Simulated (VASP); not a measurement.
# Ru (P6_3/mmc) in VASP: further runs, part 2 of 2

VASP 6.6.1. Earlier steps stand in the parts before.

## Step 3: Single point, PBEsol (volume scaled by 1.03)

INCAR

```
SYSTEM = Ru
ALGO = Normal
EDIFF = 1E-6
ENCUT = 520
GGA = PS
ISIF = 2
ISMEAR = -1
LASPH = .True.
LCHARG = .False.
LREAL = .False.
LWAVE = .False.
NBANDS = 21
NELM = 100
PREC = Accurate
SIGMA = 0.03
```

KPOINTS

```
k-points
0
Gamma
  14 14 8
  0 0 0
```

POSCAR

```
Ru
1.0
    2.7325911690      0.0000000000      0.0000000000
   -1.3662955845      2.3664933706      0.0000000000
    0.0000000000      0.0000000000      4.3242978068
Ru
2
Direct
    0.3333333333      0.6666666667      0.2500000000
    0.6666666667      0.3333333333      0.7500000000
```

Potentials or basis: VASP PAW PBE potentials, release 64 (Ru_pv).

The run is started by

```console
cat potpaw_PBE.64/Ru_pv/POTCAR > POTCAR
mpirun -np 1 vasp_std > vasp.out
```

OUTCAR:

```text
SYSTEM = Ru
   EDIFF = 1E-6
   ENCUT = 520
   GGA = PS
   ISIF = 2
   ISMEAR = -1
   LASPH = .True.
   LREAL = .False.
   NELM = 100
   PREC = Accurate

 ion  position               nearest neighbor table
   1  0.333  0.667  0.250-   2 2.68   2 2.68   2 2.68   2 2.68   2 2.68   2 2.68
   2  0.667  0.333  0.750-   1 2.68   1 2.68   1 2.68   1 2.68   1 2.68   1 2.68

  LATTYP: Found a hexagonal cell.
 ALAT       =     2.7325911690
 C/A-ratio  =     1.5824898565

  Lattice vectors:

 A1 = (   2.7325911690,   0.0000000000,   0.0000000000)
 A2 = (  -1.3662955845,   2.3664933706,   0.0000000000)
 A3 = (   0.0000000000,   0.0000000000,   4.3242978068)

Analysis of symmetry for initial positions (statically):
=====================================================================
 Subroutine PRICEL returns:
 Original cell was already a primitive cell.

 Routine SETGRP: Setting up the symmetry group for a
 hexagonal supercell.

 Subroutine GETGRP returns: Found 24 space group operations
 (whereof 12 operations were pure point group operations)
 out of a pool of 24 trial point group operations.

The static configuration has the point symmetry D_3d.
 The point group associated with its full space group is D_6h.

Analysis of symmetry for dynamics (positions and initial velocities):
=====================================================================
 Subroutine PRICEL returns:
 Original cell was already a primitive cell.

 Routine SETGRP: Setting up the symmetry group for a
 hexagonal supercell.

 Subroutine GETGRP returns: Found 24 space group operations
 (whereof 12 operations were pure point group operations)
 out of a pool of 24 trial point group operations.

The dynamic configuration has the point symmetry D_3d.
 The point group associated with its full space group is D_6h.

 Subroutine INISYM returns: Found 24 space group operations
 (whereof 12 operations are pure point group operations),
 and found     1 'primitive' translations

----------------------------------------------------------------------------------------

                                     Primitive cell

  volume of cell :      27.9638

  direct lattice vectors                    reciprocal lattice vectors
     2.732591169  0.000000000  0.000000000     0.365953023  0.211283077  0.000000000
    -1.366295584  2.366493371  0.000000000     0.000000000  0.422566153  0.000000000
     0.000000000  0.000000000  4.324297807     0.000000000  0.000000000  0.231251418

  length of vectors
     2.732591169  2.732591169  4.324297807     0.422566153  0.422566153  0.231251418

  position of ions in fractional coordinates (direct lattice)
     0.333333333  0.666666667  0.250000000
     0.666666667  0.333333333  0.750000000

  ion indices of the primitive-cell ions
   primitive index   ion index
                 1           1
                 2           2

----------------------------------------------------------------------------------------

 KPOINTS: k-points

Automatic generation of k-mesh.
 Grid dimensions read from file:
 generate k-points for:   14   14    8

 Generating k-lattice:

  Cartesian coordinates                     Fractional coordinates (reciprocal lattice)
     0.026139502  0.015091648  0.000000000     0.071428571  0.000000000  0.000000000
     0.000000000  0.030183297  0.000000000     0.000000000  0.071428571  0.000000000
     0.000000000  0.000000000  0.028906427     0.000000000  0.000000000  0.125000000

  Length of vectors
     0.030183297  0.030183297  0.028906427

  Shift w.r.t. Gamma in fractional coordinates (k-lattice)
     0.000000000  0.000000000  0.000000000

 Subroutine IBZKPT returns following result:
 ===========================================

 Found    120 irreducible k-points:

 Following reciprocal coordinates:
            Coordinates               Weight
  0.000000  0.000000  0.000000      1.000000
  0.071429  0.000000  0.000000      6.000000
  0.142857 -0.000000  0.000000      6.000000
  0.214286  0.000000  0.000000      6.000000
  0.285714 -0.000000  0.000000      6.000000
  0.357143  0.000000  0.000000      6.000000
[... 16 lines left out ...]
  0.285714  0.285714  0.000000      6.000000
  0.357143  0.285714  0.000000      6.000000
 [... further k-points ...]
   k-points           NKPTS =    120   k-points in BZ     NKDIM =    120   number of bands    NBANDS=     21
   number of dos      NEDOS =    301   number of ions     NIONS =      2
   total plane-waves  NPLWV =  12800
   dimension x,y,z NGX =    20 NGY =   20 NGZ =   32
   dimension x,y,z NGXF=    40 NGYF=   40 NGZF=   64
   ions per type =               2
   NGX,Y,Z   is equivalent  to a cutoff of  12.17, 12.17, 12.30 a.u.
   NGXF,Y,Z  is equivalent  to a cutoff of  24.34, 24.34, 24.60 a.u.
 SYSTEM =  Ru
   PREC   = accura    normal or accurate (medium, high low for compatibility)
   ISTART =      0    job   : 0-new  1-cont  2-samecut
   ICHARG =      2    charge: 1-file 2-atom 10-const
   ISPIN  =      1    spin polarized calculation?
   LNONCOLLINEAR =      F non collinear calculations
   LSORBIT =      F    spin-orbit coupling
   LASPH  =      T    aspherical Exc in radial PAW
   ENCUT  =  520.0 eV  38.22 Ry    6.18 a.u.   5.08  5.08  8.04*2*pi/ulx,y,z
   NELM   =    100;   NELMIN=  2; NELMDL= -5     # of ELM steps
   EDIFF  = 0.1E-05   stopping-criterion for ELM
   LREAL  =      F    real-space projection
   EDIFFG = 0.1E-04   stopping-criterion for IOM
   NSW    =      0    number of steps for IOM
   IBRION =     -1    ionic relax: 0-MD 1-quasi-New 2-CG
   NFREE  =      0    steps in history (QN), initial steepest desc. (CG)
   ISIF   =      2    stress and relaxation
   ISYM   =      2    0-nonsym 1-usesym 2-fastsym
   POTIM  = 0.5000    time-step for ionic-motion
   TEBEG  =    0.0;   TEEND  =   0.0 temperature during run
   PSTRESS=    0.0 pullay stress
   NELECT =      28.0000    total number of electrons
   NUPDOWN=      -1.0000    fix difference up-down
   EMIN   =  10.00;   EMAX   =-10.00  energy-range for DOS
   EFERMI =   0.00;   METHOD = LEGACY
   ISMEAR =    -1;   SIGMA  =   0.03  broadening in eV -4-tet -1-fermi 0-gaus
   EFERMI_NEDOS =   21; number of points for ismear=-14 and -15
   IALGO  =     38    algorithm
   IMIX   =      4    mixing-type and parameters
     AMIX     =   0.40;   BMIX     =  1.00
     AMIX_MAG =   1.60;   BMIX_MAG =  1.00
  volume/ion in A,a.u.               =      13.98        94.35
  Fermi-wavevector in a.u.,A,eV,Ry     =   1.637806  3.095004 36.496361  2.682407
  Thomas-Fermi vector in A             =   2.728884
   LORBIT       =      0    0 simple, 1 ext, 2 COOP (PROOUT), +10 PAW based schemes
   GGA     = PS    functional components
   LHFCALC =     F    Hartree Fock is set to
   AEXX    =    0.0000 exact exchange contribution
   IVDW    =     0    specifies the selected vdW correction
   LEPSILON=     F    determine dielectric tensor
   LRPA    =     F    only Hartree local field effects (RPA)
 non-spin polarized calculation
  energy-cutoff  :      520.00
  volume of cell :       27.96
 maximum number of plane-waves:       772
   NGX = 11   NGY = 11   NGZ = 17

 number of electron      28.0000014 magnetization

 Free energy of the ion-electron system (eV)
  ---------------------------------------------------
  ext. energy  EPLUGINS =         0.00000000
  ---------------------------------------------------
  free energy    TOTEN  =       -20.27445835 eV

  energy without entropy =      -20.26730847  energy(sigma->0) =      -20.27088341

 E-fermi :  12.1527     XC(G=0): -14.0997

 val. band max:       12.1401020000   @ k =   0.2857   0.1429   0.1250
 cond. band min:      12.1542029305   @ k =   0.0000   0.0000   0.3750
 fundamental gap:      0.0141009305
 Fermi energy:        12.1526998402

 k-point     1 :       0.0000    0.0000    0.0000
  band No.  band energies     occupation
      1     -31.3295      2.00000
      2     -30.4712      2.00000
      3     -30.4712      2.00000
      4     -30.3151      2.00000
      5     -30.3151      2.00000
      6     -30.2860      2.00000
[... 13 lines left out ...]
     20      22.4795      0.00000
     21      22.5074      0.00000
[... 529 lines left out ...]
 k-point    24 :       0.3571    0.2857    0.0000
  band No.  band energies     occupation
      1     -31.0343      2.00000
      2     -30.8680      2.00000
      3     -30.8642      2.00000
      4     -30.7531      2.00000
      5     -30.6742      2.00000
      6     -30.6687      2.00000
[... 13 lines left out ...]
     20      22.4799      0.00000
     21      22.4803      0.00000

 [... further k-points ...]

------------------------ aborting loop because EDIFF is reached ----------------------------------------

  FORCE on cell =-STRESS in cart. coord.  units (eV):
  Direction    XX          YY          ZZ          XY          YZ          ZX
  --------------------------------------------------------------------------------------
  -------------------------------------------------------------------------------------
  Total       -2.4794942     -2.4794942     -2.9083351      0.0000000      0.0000000      0.0000000
  in kB     -142.0620674   -142.0620674   -166.6324088      0.0000000      0.0000000      0.0000000
  external PRESSURE =    -150.2521812 kB  Pullay stress =       0.0000000 kB

 VOLUME and BASIS-vectors are now :
 -----------------------------------------------------------------------------
  energy-cutoff  :      520.00
  volume of cell :       27.96
      direct lattice vectors                 reciprocal lattice vectors
     2.732591169  0.000000000  0.000000000     0.365953023  0.211283077  0.000000000
    -1.366295584  2.366493371  0.000000000     0.000000000  0.422566153  0.000000000
     0.000000000  0.000000000  4.324297807     0.000000000  0.000000000  0.231251418

 POSITION                                       TOTAL-FORCE (eV/Angst)
 -----------------------------------------------------------------------------------
     -0.00000      1.57766      1.08107        -0.000000      0.000000      0.000000
      1.36630      0.78883      3.24322         0.000000     -0.000000      0.000000
 -----------------------------------------------------------------------------------
    total drift:                               -0.000000      0.000000     -0.000000

  FREE ENERGIE OF THE ION-ELECTRON SYSTEM (eV)
  ---------------------------------------------------
  free  energy   TOTEN  =       -20.2744583460 eV

  energy  without entropy=      -20.2673084695  energy(sigma->0) =      -20.27088341
```

OSZICAR:

```text
N       E                     dE             d eps       ncg     rms          rms(c)
DAV:   1     0.287578303740E+03    0.28758E+03   -0.17558E+04  5064   0.147E+03
DAV:   2    -0.160337520838E+02   -0.30361E+03   -0.29424E+03  5155   0.443E+02
DAV:   3    -0.218872875707E+02   -0.58535E+01   -0.58199E+01  5930   0.690E+01
DAV:   4    -0.219316214349E+02   -0.44334E-01   -0.44289E-01  6425   0.570E+00
DAV:   5    -0.219321042462E+02   -0.48281E-03   -0.47948E-03  5783   0.512E-01    0.181E+01
DAV:   6    -0.203590926096E+02    0.15730E+01   -0.36080E+00  5940   0.184E+01    0.416E+00
DAV:   7    -0.202850173545E+02    0.74075E-01   -0.60162E-01  5705   0.519E+00    0.806E-01
DAV:   8    -0.202763812138E+02    0.86361E-02   -0.17407E-02  5575   0.117E+00    0.436E-01
DAV:   9    -0.202744472552E+02    0.19340E-02   -0.17829E-03  5690   0.455E-01    0.355E-02
DAV:  10    -0.202744586627E+02   -0.11408E-04   -0.87602E-05  5740   0.940E-02    0.198E-02
DAV:  11    -0.202744583460E+02    0.31677E-06   -0.60498E-06  5715   0.229E-02
   1 F= -.20274458E+02 E0= -.20270883E+02  d E =-.714988E-02
```

stdout:

```text
POSCAR found type information on POSCAR Ru
 POSCAR found :  1 types and       2 ions
 scaLAPACK will be used
 -----------------------------------------------------------------------------
|                                                                             |
|                                                                             |
|     You enforced a specific xc type in the INCAR file but a different       |
|     I HOPE YOU KNOW WHAT YOU ARE DOING!                                     |
|                                                                             |
 -----------------------------------------------------------------------------

 LDA part: xc-table for (Slater+PW92), standard interpolation
 POSCAR, INCAR and KPOINTS ok, starting setup
 FFT: planning ... GRIDC
 FFT: planning ... GRID_SOFT
 FFT: planning ... GRID
 WAVECAR not read
 entering main loop
```

It took 22 s on 1 thread of AMD EPYC 9R45 (Zen 5), shared host; peak memory 0.14 GiB.

What came out:

```yaml
Free_energy: -20.2745 eV
Pressure: -15.0 GPa
Band_gap_on_the_k_mesh: zero (band 14 reaches 13.72 eV, above the bottom of band 15 at 10.72 eV)
```

Caveat: the PAW data sets were made with another functional, which shifts forces and pressure a little.

## Step 4: Single point, PBEsol (equal xx and yy strain of -2 %)

INCAR

```
SYSTEM = Ru
PREC = Accurate
ENCUT = 520
EDIFF = 1E-6
ISMEAR = -1
SIGMA = 0.03
LREAL = .False.
LASPH = .True.
NELM = 100
ALGO = Normal
ISIF = 2
LWAVE = .False.
LCHARG = .True.
GGA = PS
LELF = .True.
LVHAR = .True.
NBANDS = 21
```

KPOINTS

```
Automatic mesh
0
Gamma
  14 14 8
  0 0 0
```

POSCAR

```
Ru
1.0
    2.6516833475      0.0000000000      0.0000000000
   -1.3258416738      2.2964251418      0.0000000000
    0.0000000000      0.0000000000      4.2819000000
Ru
2
Direct
    0.3333333333      0.6666666667      0.2500000000
    0.6666666667      0.3333333333      0.7500000000
```

The run is started by

```console
cat potpaw_PBE.64/Ru_pv/POTCAR > POTCAR
mpirun -np 1 vasp_std > vasp.out
```

Wall time 57 s (1 thread of AMD EPYC 7R13, shared host); peak memory 0.14 GiB.

The run converged. Its results:

```
Free energy            : -20.3097 eV
Pressure               : 7.8 GPa
Band gap on the k mesh : zero (band 14 reaches 15.29 eV, above the bottom of band 15 at 11.89 eV)
```

Stress tensor (GPa, compression positive):
```
11.96  0.00  0.00
 0.00 11.96  0.00
 0.00  0.00 -0.44
```

Levels at points of the mesh, in eV from the Fermi level:
```csv
k point,band 11,band 12,band 13,band 14,band 15,band 16,band 17,band 18
"(0.00, 0.00, 0.00)",-2.73,-2.05,-2.05,-1.30,-1.30,1.06,1.29,1.29
"(0.50, 0.00, 0.00)",-2.32,-1.81,-1.71,1.70,1.99,2.10,4.35,6.48
"(0.00, 0.00, 0.50)",-2.85,-2.85,-2.85,-2.85,0.60,0.60,0.60,0.60
"(0.50, 0.00, 0.50)",-1.03,-1.03,0.48,0.48,1.94,1.94,3.57,3.57
```

Caveat: the cell differs from its parent crystal (equal xx and yy strain of -2 %); the PAW data sets were made with another functional, which shifts forces and pressure a little.

## Step 5: Single point, PBEsol (equal xx and yy strain of +1 %)

INCAR

```
PREC = Accurate ; ENCUT = 520
EDIFF = 1E-6 ; ISMEAR = -1
SIGMA = 0.03 ; LREAL = F
LASPH = T ; NELM = 60
ALGO = Normal ; ISIF = 2
LWAVE = F ; LCHARG = F
GGA = PS ; NBANDS = 21
```

KPOINTS

```
regular mesh
0
Gamma
  14 14 8
```

POSCAR

```
Ru
1.0
    2.7328573275      0.0000000000      0.0000000000
   -1.3664286638      2.3667238706      0.0000000000
    0.0000000000      0.0000000000      4.2819000000
Ru
2
Direct
    0.3333333333      0.6666666667      0.2500000000
    0.6666666667      0.3333333333      0.7500000000
```

The run is started by

```console
cat potpaw_PBE.64/Ru_pv/POTCAR > POTCAR
mpirun -np 1 vasp_std > vasp.out
```

Run time: 61 s. Hardware: 1 thread of AMD EPYC 7R13, shared host; peak memory 0.15 GiB.

Results (log left out):

- Free energy: -20.2975 eV
- Pressure: -12.2 GPa
- Band gap on the k mesh: zero (band 14 reaches 13.88 eV, above the bottom of band 15 at 10.80 eV)

Stress tensor (GPa, compression positive):
```
-12.84   0.00   0.00
  0.00 -12.84   0.00
  0.00   0.00 -10.83
```

Levels at points of the mesh, in eV from the Fermi level:
```
           k point  band 10  band 11  band 12  band 13  band 14  band 15  band 16  band 17  band 18  band 19
(0.00, 0.00, 0.00)    -2.53    -2.26    -1.84    -1.84    -1.42    -1.42     1.17     1.17     1.34    10.12
(0.50, 0.00, 0.00)    -3.00    -1.97    -1.82    -1.43     1.34     1.77     1.92     3.93     5.93    10.30
(0.00, 0.00, 0.50)    -2.71    -2.71    -2.71    -2.62    -2.62     0.55     0.55     0.55     0.55    10.31
(0.50, 0.00, 0.50)    -4.37    -1.06    -1.06     0.42     0.42     1.61     1.61     3.29     3.29    10.19
```

Caveat: the cell differs from its parent crystal (equal xx and yy strain of +1 %); the PAW data sets were made with another functional, which shifts forces and pressure a little.

## Step 6: Single point, PBEsol (equal xx and yy strain of +3 %)

INCAR

```
ALGO = Normal
EDIFF = 1E-6
ENCUT = 520
GGA = PS
ISIF = 2
ISMEAR = -1
LASPH = T
LCHARG = F
LREAL = F
LWAVE = F
NBANDS = 21
NELM = 60
PREC = Accurate
SIGMA = 0.03
```

KPOINTS

```
k-points
0
Gamma
  14 14 8
```

POSCAR

```
Ru
1.0
    2.7869733142      0.0000000000      0.0000000000
   -1.3934866571      2.4135896898      0.0000000000
    0.0000000000      0.0000000000      4.2819000000
Ru
2
Direct
    0.3333333333      0.6666666667      0.2500000000
    0.6666666667      0.3333333333      0.7500000000
```

Potentials or basis: VASP PAW PBE potentials, release 64 (Ru_pv).

The run is started by

```console
cat potpaw_PBE.64/Ru_pv/POTCAR > POTCAR
mpirun -np 1 vasp_std > vasp.out
```

Run time: 92 s. Hardware: 1 thread of AMD EPYC 7R13, shared host; peak memory 0.16 GiB.

Results (log left out):

- Free energy: -20.1660 eV
- Pressure: -21.9 GPa
- Band gap on the k mesh: zero (band 14 reaches 13.00 eV, above the bottom of band 15 at 10.06 eV)

Stress tensor (GPa, compression positive):
```
-24.77   0.00   0.00
  0.00 -24.77   0.00
  0.00   0.00 -16.31
```

Levels at points of the mesh, in eV from the Fermi level:
```tsv
k point	band 11	band 12	band 13	band 14	band 15	band 16	band 17	band 18
(0.00, 0.00, 0.00)	-1.97	-1.73	-1.73	-1.49	-1.49	1.09	1.09	1.51
(0.50, 0.00, 0.00)	-1.82	-1.77	-1.27	1.13	1.57	1.86	3.67	5.57
(0.00, 0.00, 0.50)	-2.64	-2.64	-2.41	-2.41	0.52	0.52	0.52	0.52
(0.50, 0.00, 0.50)	-1.07	-1.07	0.37	0.37	1.41	1.41	3.12	3.12
```

Caveat: the cell differs from its parent crystal (equal xx and yy strain of +3 %); the PAW data sets were made with another functional, which shifts forces and pressure a little.

## Step 7: Overview

| cell | gap on the mesh (eV) | pressure (GPa) |
| --- | --- | --- |
| a = 2.706, b = 2.706, c = 4.282 Å, angles 90.0, 90.0, 120.0°, 2 atoms | none | -6.3 |
| a = 2.733, b = 2.733, c = 4.324 Å, angles 90.0, 90.0, 120.0°, 2 atoms | none | -15.0 |
| a = 2.652, b = 2.652, c = 4.282 Å, angles 90.0, 90.0, 120.0°, 2 atoms | none | 7.8 |
| a = 2.733, b = 2.733, c = 4.282 Å, angles 90.0, 90.0, 120.0°, 2 atoms | none | -12.2 |
| a = 2.787, b = 2.787, c = 4.282 Å, angles 90.0, 90.0, 120.0°, 2 atoms | none | -21.9 |

Alike in all rows: task single point; level PBEsol; potentials or basis VASP PAW PBE potentials, release 64 (Ru_pv); no spin polarisation; k mesh 14 × 14 × 8; cutoff (eV) 520; smearing fermi-dirac 0.03 eV.

Caveats: the PAW data sets were made with another functional, which shifts forces and pressure a little.

Total energies depend on the potentials used, so only differences within one code and one set of settings carry meaning.
